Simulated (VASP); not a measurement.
# SiW7 (Im-3m) in VASP: further runs

Runs on SiW7. Level: PBE. Tasks: single point.

Everything below comes from runs of VASP 6.6.1. Logs are shortened: lines on timing, memory, paths and dates and some standing lists are left out, and cuts for length are marked.

**1. The cell of the first run**

It takes space group Im-3m (No. 229, cubic). The conventional cell has a = 6.317 Å, b = 6.317 Å, c = 6.317 Å, α = 90.00°, β = 90.00°, γ = 90.00°. Si (site symmetry m-3m) has 14 W at 2.74 to 3.16 Å within 3.6 Å. W (site symmetry 4/mmm) has 12 W at 2.74 to 3.16 Å and 2 Si at 3.16 Å within 3.6 Å. Within 3.6 Å of W (site symmetry -3m) lie 2 Si at 2.74 Å and 12 W at 2.74 to 3.16 Å.

**2. Single point, PBE**

Input file INCAR:

```
PREC     = Accurate       # precision mode
ENCUT    = 520            # plane-wave cutoff, eV
EDIFF    = 1E-6           # SCF threshold, eV
ISMEAR   = 0              # smearing method
SIGMA    = 0.2            # smearing width, eV
LREAL    = False          # projectors in reciprocal space
LASPH    = True           # aspherical terms in the spheres
NELM     = 80             # most SCF steps
ALGO     = Fast           # electronic algorithm
ISIF     = 2              # what is computed and relaxed
LWAVE    = False          # write WAVECAR
LCHARG   = False          # write CHGCAR
GGA      = PE             # functional
NBANDS   = 61             # bands
```

Input file KPOINTS:

```
regular mesh
0
Gamma
  4 4 4
```

Input file POSCAR:

```
SiW7
1.0
   -3.1585540570      3.1585540570      3.1585540570
    3.1585540570     -3.1585540570      3.1585540570
    3.1585540570      3.1585540570     -3.1585540570
Si W
1 7
Direct
    0.0000000000      0.0000000000      0.0000000000
    0.0000000000      0.5000000000      0.5000000000
    0.5000000000      0.5000000000      0.5000000000
    0.0000000000      0.5000000000      0.0000000000
    0.5000000000      0.0000000000      0.0000000000
    0.5000000000      0.0000000000      0.5000000000
    0.5000000000      0.5000000000      0.0000000000
    0.0000000000      0.0000000000      0.5000000000
```

Potentials or basis: VASP PAW PBE potentials, release 64 (Si, W_sv).

Run with:

```bash
cat potpaw_PBE.64/Si/POTCAR potpaw_PBE.64/W_sv/POTCAR > POTCAR
mpirun -np 1 vasp_std > vasp.out
```

OUTCAR:

```text
PREC = Accurate
   ENCUT = 520
   EDIFF = 1E-6
   ISMEAR = 0
   LREAL = False
   LASPH = True
   NELM = 80
   ISIF = 2
   GGA = PE

 ion  position               nearest neighbor table
   1  0.000  0.000  0.000-   3 2.74   4 2.74   5 2.74   8 2.74   8 2.74   4 2.74   5 2.74   3 2.74
                             7 3.16   2 3.16   2 3.16   6 3.16   7 3.16   6 3.16
   2  0.000  0.500  0.500-   3 2.74   4 2.74   5 2.74   8 2.74   4 2.74   8 2.74   3 2.74   5 2.74
                             7 3.16   1 3.16   1 3.16   7 3.16   6 3.16   6 3.16
   3  0.500  0.500  0.500-   1 2.74   2 2.74   6 2.74   7 2.74   7 2.74   6 2.74   2 2.74   1 2.74
                             5 3.16   5 3.16   8 3.16   4 3.16   8 3.16   4 3.16
   4  0.000  0.500  0.000-   1 2.74   2 2.74   6 2.74   7 2.74   2 2.74   1 2.74   7 2.74   6 2.74
                             5 3.16   8 3.16   8 3.16   3 3.16   5 3.16   3 3.16
   5  0.500  0.000  0.000-   1 2.74   2 2.74   6 2.74   7 2.74   6 2.74   7 2.74   1 2.74   2 2.74
                             4 3.16   3 3.16   8 3.16   8 3.16   4 3.16   3 3.16
   6  0.500  0.000  0.500-   3 2.74   4 2.74   5 2.74   8 2.74   5 2.74   3 2.74   8 2.74   4 2.74
                             7 3.16   7 3.16   2 3.16   1 3.16   2 3.16   1 3.16
   7  0.500  0.500  0.000-   3 2.74   4 2.74   5 2.74   8 2.74   3 2.74   5 2.74   4 2.74   8 2.74
                             6 3.16   6 3.16   2 3.16   2 3.16   1 3.16   1 3.16
   8  0.000  0.000  0.500-   1 2.74   2 2.74   6 2.74   7 2.74   1 2.74   2 2.74   6 2.74   7 2.74
                             3 3.16   4 3.16   4 3.16   5 3.16   3 3.16   5 3.16

  LATTYP: Found a body centered cubic cell.
 ALAT       =     6.3171081140

  Lattice vectors:

 A1 = (  -3.1585540570,   3.1585540570,   3.1585540570)
 A2 = (   3.1585540570,  -3.1585540570,   3.1585540570)
 A3 = (   3.1585540570,   3.1585540570,  -3.1585540570)

Analysis of symmetry for initial positions (statically):
=====================================================================
 Subroutine PRICEL returns:
 Original cell was already a primitive cell.

 Routine SETGRP: Setting up the symmetry group for a
 body centered cubic supercell.

 Subroutine GETGRP returns: Found 48 space group operations
 (whereof 48 operations were pure point group operations)
 out of a pool of 48 trial point group operations.

The static configuration has the point symmetry O_h .

Analysis of symmetry for dynamics (positions and initial velocities):
=====================================================================
 Subroutine PRICEL returns:
 Original cell was already a primitive cell.

 Routine SETGRP: Setting up the symmetry group for a
 body centered cubic supercell.

 Subroutine GETGRP returns: Found 48 space group operations
 (whereof 48 operations were pure point group operations)
 out of a pool of 48 trial point group operations.

The dynamic configuration has the point symmetry O_h .

 Subroutine INISYM returns: Found 48 space group operations
 (whereof 48 operations are pure point group operations),
 and found     1 'primitive' translations

----------------------------------------------------------------------------------------

                                     Primitive cell

  volume of cell :     126.0448

  direct lattice vectors                    reciprocal lattice vectors
    -3.158554057  3.158554057  3.158554057     0.000000000  0.158300283  0.158300283
     3.158554057 -3.158554057  3.158554057     0.158300283  0.000000000  0.158300283
     3.158554057  3.158554057 -3.158554057     0.158300283  0.158300283  0.000000000

  length of vectors
     5.470776105  5.470776105  5.470776105     0.223870407  0.223870407  0.223870407

  position of ions in fractional coordinates (direct lattice)
     0.000000000  0.000000000  0.000000000
     0.000000000  0.500000000  0.500000000
     0.500000000  0.500000000  0.500000000
     0.000000000  0.500000000  0.000000000
     0.500000000  0.000000000  0.000000000
     0.500000000  0.000000000  0.500000000
     0.500000000  0.500000000  0.000000000
     0.000000000  0.000000000  0.500000000

  ion indices of the primitive-cell ions
   primitive index   ion index
                 1           1
                 2           2
                 3           3
                 4           4
                 5           5
                 6           6
                 7           7
                 8           8

----------------------------------------------------------------------------------------

 KPOINTS: regular mesh

Automatic generation of k-mesh.
 Grid dimensions read from file:
 generate k-points for:    4    4    4

 Generating k-lattice:

  Cartesian coordinates                     Fractional coordinates (reciprocal lattice)
     0.000000000  0.039575071  0.039575071     0.250000000  0.000000000  0.000000000
     0.039575071  0.000000000  0.039575071     0.000000000  0.250000000  0.000000000
     0.039575071  0.039575071  0.000000000     0.000000000  0.000000000  0.250000000

  Length of vectors
     0.055967602  0.055967602  0.055967602

  Shift w.r.t. Gamma in fractional coordinates (k-lattice)
     0.000000000  0.000000000  0.000000000

 Subroutine IBZKPT returns following result:
 ===========================================

 Found      8 irreducible k-points:

 Following reciprocal coordinates:
            Coordinates               Weight
  0.000000  0.000000  0.000000      1.000000
  0.250000  0.000000  0.000000     12.000000
  0.500000  0.000000  0.000000      6.000000
  0.250000  0.250000  0.000000     24.000000
  0.250000  0.250000  0.250000      2.000000
 -0.250000  0.250000  0.250000      6.000000
  0.500000  0.500000  0.250000     12.000000
  0.500000  0.500000  0.500000      1.000000
   k-points           NKPTS =      8   k-points in BZ     NKDIM =      8   number of bands    NBANDS=     61
   number of dos      NEDOS =    301   number of ions     NIONS =      8
   total plane-waves  NPLWV =  74088
   dimension x,y,z NGX =    42 NGY =   42 NGZ =   42
   dimension x,y,z NGXF=    84 NGYF=   84 NGZF=   84
   ions per type =               1   7
   NGX,Y,Z   is equivalent  to a cutoff of  12.76, 12.76, 12.76 a.u.
   NGXF,Y,Z  is equivalent  to a cutoff of  25.53, 25.53, 25.53 a.u.
 SYSTEM =  unknown system
   PREC   = accura    normal or accurate (medium, high low for compatibility)
   ISTART =      0    job   : 0-new  1-cont  2-samecut
   ICHARG =      2    charge: 1-file 2-atom 10-const
   ISPIN  =      1    spin polarized calculation?
   LNONCOLLINEAR =      F non collinear calculations
   LSORBIT =      F    spin-orbit coupling
   LASPH  =      T    aspherical Exc in radial PAW
   ENCUT  =  520.0 eV  38.22 Ry    6.18 a.u.  10.17 10.17 10.17*2*pi/ulx,y,z
   NELM   =     80;   NELMIN=  2; NELMDL= -5     # of ELM steps
   EDIFF  = 0.1E-05   stopping-criterion for ELM
   LREAL  =      F    real-space projection
   EDIFFG = 0.1E-04   stopping-criterion for IOM
   NSW    =      0    number of steps for IOM
   IBRION =     -1    ionic relax: 0-MD 1-quasi-New 2-CG
   NFREE  =      0    steps in history (QN), initial steepest desc. (CG)
   ISIF   =      2    stress and relaxation
   ISYM   =      2    0-nonsym 1-usesym 2-fastsym
   POTIM  = 0.5000    time-step for ionic-motion
   TEBEG  =    0.0;   TEEND  =   0.0 temperature during run
   PSTRESS=    0.0 pullay stress
   NELECT =     102.0000    total number of electrons
   NUPDOWN=      -1.0000    fix difference up-down
   EMIN   =  10.00;   EMAX   =-10.00  energy-range for DOS
   EFERMI =   0.00;   METHOD = LEGACY
   ISMEAR =     0;   SIGMA  =   0.20  broadening in eV -4-tet -1-fermi 0-gaus
   EFERMI_NEDOS =   21; number of points for ismear=-14 and -15
   IALGO  =     68    algorithm
   IMIX   =      4    mixing-type and parameters
     AMIX     =   0.40;   BMIX     =  1.00
     AMIX_MAG =   1.60;   BMIX_MAG =  1.00
  volume/ion in A,a.u.               =      15.76       106.32
  Fermi-wavevector in a.u.,A,eV,Ry     =   1.525574  2.882917 31.665868  2.327376
  Thomas-Fermi vector in A             =   2.633726
   LORBIT       =      0    0 simple, 1 ext, 2 COOP (PROOUT), +10 PAW based schemes
   GGA     = PE    functional components
   LHFCALC =     F    Hartree Fock is set to
   AEXX    =    0.0000 exact exchange contribution
   IVDW    =     0    specifies the selected vdW correction
   LEPSILON=     F    determine dielectric tensor
   LRPA    =     F    only Hartree local field effects (RPA)
 non-spin polarized calculation
 RMM-DIIS sequential band-by-band and
 Gauss-broadening in eV      SIGMA  =   0.20
  energy-cutoff  :      520.00
  volume of cell :      126.04
 maximum number of plane-waves:      3408
 NGX is ok and might be reduce to    42
   NGX = 21   NGY = 21   NGZ = 21

 number of electron     102.0000028 magnetization

 Free energy of the ion-electron system (eV)
  ---------------------------------------------------
  ext. energy  EPLUGINS =         0.00000000
  ---------------------------------------------------
  free energy    TOTEN  =       -95.04001623 eV

  energy without entropy =      -94.88638234  energy(sigma->0) =      -94.96319928

 E-fermi :  11.1379     XC(G=0): -13.3283

 val. band max:       11.1211666440   @ k =   0.5000   0.5000   0.2500
 cond. band min:      11.2060883770   @ k =   0.2500   0.0000   0.0000
 fundamental gap:      0.0849217329
 Fermi energy:        11.1378653919

 k-point     1 :       0.0000    0.0000    0.0000
  band No.  band energies     occupation
      1     -62.9962      2.00000
      2     -62.9441      2.00000
      3     -62.9441      2.00000
      4     -62.7018      2.00000
      5     -62.7018      2.00000
      6     -62.7018      2.00000
[... 53 lines left out ...]
     60      13.9192      0.00000
     61      14.3830      0.00000

 k-point     2 :       0.2500    0.0000    0.0000
  band No.  band energies     occupation
      1     -62.9851      2.00000
      2     -62.9467      2.00000
      3     -62.9441      2.00000
      4     -62.7036      2.00000
      5     -62.7017      2.00000
      6     -62.7017      2.00000
[... 53 lines left out ...]
     60      13.8890      0.00000
     61      14.2305      0.00000

 k-point     3 :       0.5000    0.0000    0.0000
  band No.  band energies     occupation
      1     -62.9671      2.00000
      2     -62.9560      2.00000
      3     -62.9441      2.00000
      4     -62.7036      2.00000
      5     -62.7017      2.00000
      6     -62.7017      2.00000
[... 53 lines left out ...]
     60      13.4556      0.00000
     61      13.7901      0.00000

 k-point     4 :       0.2500    0.2500    0.0000
  band No.  band energies     occupation
      1     -62.9690      2.00000
      2     -62.9523      2.00000
      3     -62.9458      2.00000
      4     -62.7057      2.00000
      5     -62.7027      2.00000
      6     -62.6994      2.00000
[... 53 lines left out ...]
     60      13.8458      0.00000
     61      13.9490      0.00000

 k-point     5 :       0.2500    0.2500    0.2500
  band No.  band energies     occupation
      1     -62.9558      2.00000
      2     -62.9558      2.00000
      3     -62.9558      2.00000
      4     -62.7064      2.00000
      5     -62.6990      2.00000
      6     -62.6990      2.00000
[... 53 lines left out ...]
     60      14.0901      0.00000
     61      14.1468      0.00000

 k-point     6 :      -0.2500    0.2500    0.2500
  band No.  band energies     occupation
      1     -62.9755      2.00000
      2     -62.9487      2.00000
      3     -62.9424      2.00000
      4     -62.7063      2.00000
      5     -62.7063      2.00000
      6     -62.6971      2.00000
[... 53 lines left out ...]
     60      14.1082      0.00000
     61      14.1315      0.00000

 k-point     7 :       0.5000    0.5000    0.2500
  band No.  band energies     occupation
      1     -62.9604      2.00000
      2     -62.9544      2.00000
      3     -62.9421      2.00000
      4     -62.7083      2.00000
      5     -62.7072      2.00000
      6     -62.7037      2.00000
[... 53 lines left out ...]
     60      13.5116      0.00000
     61      14.1760      0.00000

 k-point     8 :       0.5000    0.5000    0.5000
  band No.  band energies     occupation
      1     -62.9533      2.00000
      2     -62.9533      2.00000
      3     -62.9395      2.00000
      4     -62.7110      2.00000
      5     -62.7110      2.00000
      6     -62.7110      2.00000
[... 53 lines left out ...]
     60      12.6983      0.00000
     61      12.7550      0.00000

------------------------ aborting loop because EDIFF is reached ----------------------------------------

  FORCE on cell =-STRESS in cart. coord.  units (eV):
  Direction    XX          YY          ZZ          XY          YZ          ZX
  --------------------------------------------------------------------------------------
  -------------------------------------------------------------------------------------
  Total        0.3832037      0.3832037      0.3832037      0.0000000     -0.0000000     -0.0000000
  in kB        4.8709692      4.8709692      4.8709692      0.0000000     -0.0000000     -0.0000000
  external PRESSURE =       4.8709692 kB  Pullay stress =       0.0000000 kB

 VOLUME and BASIS-vectors are now :
 -----------------------------------------------------------------------------
  energy-cutoff  :      520.00
  volume of cell :      126.04
      direct lattice vectors                 reciprocal lattice vectors
    -3.158554057  3.158554057  3.158554057     0.000000000  0.158300283  0.158300283
     3.158554057 -3.158554057  3.158554057     0.158300283  0.000000000  0.158300283
     3.158554057  3.158554057 -3.158554057     0.158300283  0.158300283  0.000000000

 POSITION                                       TOTAL-FORCE (eV/Angst)
 -----------------------------------------------------------------------------------
      0.00000      0.00000      0.00000         0.000000     -0.000000      0.000000
      3.15855      0.00000      0.00000        -0.000000     -0.000000     -0.000000
      1.57928      1.57928      1.57928        -0.000000      0.000000     -0.000000
      1.57928     -1.57928      1.57928         0.000000     -0.000000      0.000000
     -1.57928      1.57928      1.57928         0.000000      0.000000     -0.000000
      0.00000      3.15855      0.00000         0.000000      0.000000      0.000000
      0.00000      0.00000      3.15855        -0.000000      0.000000      0.000000
      1.57928      1.57928     -1.57928         0.000000      0.000000      0.000000
 -----------------------------------------------------------------------------------
    total drift:                               -0.000000     -0.000000      0.000000

  FREE ENERGIE OF THE ION-ELECTRON SYSTEM (eV)
  ---------------------------------------------------
  free  energy   TOTEN  =       -95.0400162329 eV

  energy  without entropy=      -94.8863823369  energy(sigma->0) =      -94.96319928
```

It took 2.8 min on 1 thread of Intel Xeon 8259CL, shared host; peak memory 0.27 GiB.

Results:

- Free energy: -95.0400 eV
- Pressure: 0.5 GPa
- Band gap on the k mesh: zero (bands 51 and 52 overlap by 2.02 eV)

Caveat: spin-orbit coupling is left out, which moves the levels of the heavy elements.

**3. Single point, PBE**

This run uses another cell than the first one, of 15.71 Å³/atom.

Input file INCAR:

```
SYSTEM = SiW7
PREC = Accurate
ENCUT = 520
EDIFF = 1E-7
ISMEAR = 0
SIGMA = 0.2
LREAL = .False.
LASPH = .True.
NELM = 100
ALGO = Fast
ISIF = 2
LWAVE = .False.
LCHARG = .False.
GGA = PE
NBANDS = 61
```

Input file KPOINTS:

```
regular mesh
0
Gamma
  6 6 6
  0 0 0
```

Input file POSCAR:

```
SiW7
1.0
   -3.1553005145      3.1553005145      3.1553005145
    3.1553005145     -3.1553005145      3.1553005145
    3.1553005145      3.1553005145     -3.1553005145
Si W
1 7
Direct
    0.0000000000      0.0000000000      0.0000000000
    0.0000000000      0.5000000000      0.5000000000
    0.5000000000      0.5000000000      0.5000000000
    0.0000000000      0.5000000000      1.0000000000
    0.5000000000      0.0000000000      0.0000000000
    0.5000000000      0.0000000000      0.5000000000
    0.5000000000      0.5000000000      0.0000000000
    1.0000000000      1.0000000000      0.5000000000
```

Potentials or basis: VASP PAW PBE potentials, release 64 (Si, W_sv).

Run with:

```bash
cat potpaw_PBE.64/Si/POTCAR potpaw_PBE.64/W_sv/POTCAR > POTCAR
mpirun -np 1 vasp_std > vasp.out
```

It took 5.9 min on 1 thread of Intel Xeon 8259CL, shared host; peak memory 0.31 GiB.

The run converged. Its results:

- Free energy: -95.1488 eV
- Pressure: 0.6 GPa
- Band gap on the k mesh: zero (bands 51 and 52 overlap by 1.49 eV)

Levels at points of the mesh, in eV from the Fermi level:
| k point | band 48 | band 49 | band 50 | band 51 | band 52 | band 53 | band 54 | band 55 |
| --- | --- | --- | --- | --- | --- | --- | --- | --- |
| (0.00, 0.00, 0.00) | 0.09 | 0.09 | 0.90 | 0.90 | 0.90 | 0.90 | 2.39 | 2.39 |
| (0.50, 0.00, 0.00) | -1.86 | -0.69 | -0.55 | -0.17 | 0.13 | 0.21 | 0.89 | 1.54 |
| (0.50, 0.50, 0.50) | -0.79 | -0.79 | -0.51 | -0.51 | -0.51 | -0.32 | -0.32 | -0.32 |

Caveat: spin-orbit coupling is left out, which moves the levels of the heavy elements.

The gap in the log of VASP goes by the Fermi energy; the results here count the filled bands.